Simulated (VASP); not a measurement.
A run of VASP 6.6.1:

INCAR

```
ALGO     = Normal         # electronic algorithm
EDIFF    = 1E-6           # SCF threshold, eV
ENCUT    = 520            # plane-wave cutoff, eV
GGA      = PE             # functional
ISIF     = 2              # what is computed and relaxed
ISMEAR   = 0              # smearing method
LASPH    = T              # aspherical terms in the spheres
LCHARG   = F              # write CHGCAR
LREAL    = F              # projectors in reciprocal space
LWAVE    = F              # write WAVECAR
NBANDS   = 16             # bands
NELM     = 60             # most SCF steps
PREC     = Accurate       # precision mode
SIGMA    = 0.15           # smearing width, eV
```

File KPOINTS:

```
k-points
0
Gamma
  16 16 16
```

Contents of POSCAR:

```
InSb
1.0
    0.0000000000      3.1847279916      3.0520309919
    3.1847279916      0.0000000000      3.0520309919
    3.1847279916      3.1847279916      0.0000000000
In Sb
1 1
Direct
    0.0000000000      0.0000000000      0.0000000000
    0.7500000000      0.7500000000      0.7500000000
```

Potentials or basis: VASP PAW PBE potentials, release 64 (In_d, Sb).

Command:

```console
$ cat potpaw_PBE.64/In_d/POTCAR potpaw_PBE.64/Sb/POTCAR > POTCAR
$ mpirun -np 1 vasp_std > vasp.out
```

Hardware: 1 thread of AMD EPYC 9R45 96-Core Processor (Zen 5), on a shared host.

Q: Estimate the wall time of this run.

A: Run time: 3.8 min on 1 thread of AMD EPYC 9R45 96-Core Processor (Zen 5), on a shared host, peak memory 0.45 GiB. Counts: scf iterations 13, k points 349.
